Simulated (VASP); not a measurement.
# BaTiO3: electric field gradients with PBEsol

The system is BaTiO3.

```xyz
5
Lattice="3.9841 0.0000 0.0000 0.0000 2.8371 2.7889 0.0000 -2.8371 2.7889" Properties=species:S:1:pos:R:3 pbc="T T T"
Ba    0.0000    0.0000    0.0000
Ti    1.9921    0.0000    2.8329
O     0.0000    0.0000    2.7448
O     1.9921   -1.3936    4.1728
O     1.9921    1.3936    4.1728
```

This cell differs from its parent crystal: zz strain of -2 %.

```yaml
Program: VASP 6.6.1
Task: electric field gradients
Functional: PBEsol
Potentials_or_basis: VASP PAW PBE potentials, release 64 (Ba_sv, Ti_sv, O)
Cutoff: 520 eV
k_mesh: 8 × 8 × 8
Occupations: fermi-dirac, width 0.05 eV
Spin: no spin polarisation
Dipole_correction: no
Further_INCAR_settings: ALGO = Normal; EDIFF = 1e-08; NBANDS = 28
```

The pressure is 1.0 GPa. The largest force is 0.143 eV/Å, the band gap on the k mesh is 1.81 eV (least direct gap 1.94 eV) and the largest electric field gradient by atom is Ba -14.0; Ti -5.1; O +23.6, +19.7 (each value once) V/Å².

Forces on the atoms (eV/Å):
```
Ba   0.000  0.000  0.076
Ti   0.000  0.000  0.085
O    0.000  0.000  0.118
O    0.000 -0.030 -0.140
O    0.000  0.030 -0.140
```

Stress tensor (GPa, compression positive):
```
 0.34  0.00  0.00
 0.00 -0.87  0.00
 0.00  0.00  3.51
```

Levels at points of the mesh, in eV from the valence-band top:
```csv
k point,band 18,band 19,band 20,band 21,band 22,band 23
"(0.00, 0.00, 0.00)",-0.24,-0.22,-0.13,1.81,1.82,1.84
"(0.50, 0.00, 0.00)",-1.76,-0.84,-0.70,1.98,3.54,3.61
"(0.00, 0.50, 0.00)",-1.82,-0.78,-0.75,1.99,3.61,3.62
"(0.50, 0.50, 0.00)",-0.90,-0.90,-0.11,3.59,3.62,4.01
"(0.00, 0.50, 0.50)",-0.88,-0.83,-0.11,3.62,3.64,4.03
"(0.50, 0.50, 0.50)",-0.03,-0.02,0.00,4.25,4.31,4.31
```

Electric field gradients, principal values (V/Å²):
| atom | least | middle | greatest (by size) |
| --- | --- | --- | --- |
| 1 Ba | 2.690 | 11.347 | -14.037 |
| 2 Ti | 2.178 | 2.956 | -5.134 |
| 3 O | -11.437 | -12.179 | 23.616 |
| 4 O | -8.848 | -10.822 | 19.670 |
| 5 O | -8.848 | -10.822 | 19.670 |

Run time: 5.5 min on 1 thread of AMD EPYC 7R43 64-Core Processor (Zen 3), with other jobs on the host, peak memory 0.27 GiB.

Caveat: the cell differs from its parent crystal (zz strain of -2 %); without QUAD_EFG the Cq values of the log hold for a quadrupole moment of 1 mb, not for the nuclei; the PAW data sets were made with another functional, which shifts forces and pressure a little; spin-orbit coupling is left out, which moves the levels of the heavy elements. A k mesh can miss the band edges.
